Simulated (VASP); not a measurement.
Wanted: the native input for a VASP 6.6.1 run.

```yaml
Task: relaxation of cell and atoms
Functional: PBE
Potentials_or_basis: VASP PAW PBE potentials, release 64 (La, Si, O)
Cutoff: 600 eV
k_mesh: 12 × 12 × 12
Occupations: gaussian, width 0.1 eV
Spin: no spin polarisation
Dipole_correction: no
Further_INCAR_settings: ALGO = Normal; EDIFF = 1e-06; IBRION = 2; EDIFFG = -0.01; NSW = 100; ISIF = 3
```

The structure of LaSiO lies in POSCAR:

```
LaSiO
1.0
    3.8580492945      0.0000000000      0.0000000000
   -1.9290246472      3.3411686981      0.0000000000
    0.0000000000      0.0000000000      4.2208017989
La Si O
1 1 1
Direct
    0.0000000000      0.0000000000      0.5000000000
    0.6666666667      0.3333333333      0.0000000000
    0.3333333333      0.6666666667      0.0000000000
```

The input as run:

INCAR

```
ALGO     = Normal         # electronic algorithm
EDIFF    = 1E-6           # SCF threshold, eV
EDIFFG   = -0.01          # ionic threshold
ENCUT    = 600            # plane-wave cutoff, eV
GGA      = PE             # functional
IBRION   = 2              # ionic algorithm
ISIF     = 3              # what is computed and relaxed
ISMEAR   = 0              # smearing method
LASPH    = T              # aspherical terms in the spheres
LCHARG   = F              # write CHGCAR
LREAL    = F              # projectors in reciprocal space
LWAVE    = F              # write WAVECAR
NELM     = 100            # most SCF steps
NSW      = 100            # ionic steps
PREC     = Accurate       # precision mode
SIGMA    = 0.1            # smearing width, eV
```

KPOINTS

```
k-points
0
Gamma
  12 12 12
```

Potentials or basis: VASP PAW PBE potentials, release 64 (La, Si, O).

Command:

```console
$ cat potpaw_PBE.64/La/POTCAR potpaw_PBE.64/Si/POTCAR potpaw_PBE.64/O/POTCAR > POTCAR
$ mpirun -np 1 vasp_std > vasp.out
```

It gave:

```
Relaxed volume                         : 18.10 Å³/atom
Relaxed cell                           : a = 3.872 Å, b = 3.872 Å, c = 4.182 Å, α = 90.00°, β = 90.00°, γ = 120.00°
Space group after relaxing (to 0.05 Å) : P-6m2 (No. 187)
Energy gained by relaxing              : 0.3 meV/atom
Ionic steps                            : 5
Pressure after relaxing                : 0.0 GPa
```

Caveat: an odd number of electrons without spin polarisation forces a metal; a magnetic or distorted state may lie lower.

Wall time 3.1 min on 1 thread of Intel(R) Xeon(R) Platinum 8488C (Sapphire Rapids), with other jobs on the host, peak memory 0.33 GiB.
